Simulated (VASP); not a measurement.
Runs of VASP 6.6.1 on Sb. The structure is that of space group Fm-3m (No. 225), or close to it. The cells are those of the table. This isn't the form of Sb at room conditions, which is rhombohedral.

```csv
task,level,cell,k mesh,gap on the mesh (eV),pressure (GPa),relaxed volume (Å³/atom)
single point,PBEsol+D4,"a = 3.301 Å, angles 60.0°, 1 atom",16 × 16 × 16,none,-0.1,-
single point,PBEsol,"a = 2.530 Å, angles 60.0°, 1 atom",8 × 8 × 8,none,390.6,-
single point,PBEsol,"a = 3.335 Å, angles 60.0°, 1 atom",10 × 10 × 10,none,-0.2,-
relaxation of cell and atoms,PBEsol+D4,"relaxed from a = 3.335 Å, angles 60.0°, 1 atom",16 × 16 × 16,none,0.0,(b)
relaxation of cell and atoms,PBEsol,"relaxed from a = 2.530 Å, angles 60.0°, 1 atom",10 × 10 × 10,none,0.2,(a)
```

Alike in all rows: potentials or basis VASP PAW PBE potentials, release 64 (Sb); no spin polarisation; cutoff (eV) 500; smearing gaussian 0.1 eV.

**Question.** Fill in the values left out.

**Answer.** (a) 26.05; (b) 25.41.

Caveats: some runs use coarse meshes; the PAW data sets were made with another functional, which shifts forces and pressure a little; spin-orbit coupling is left out, which moves the levels of the heavy elements; the volume moved by over 15 % at a fixed basis, so the end points are rough (at least some runs).

A k mesh can miss the band edges, and the runs leave out spin-orbit coupling on Sb.

A gap of «none» marks levels without a gap at the run's occupations.
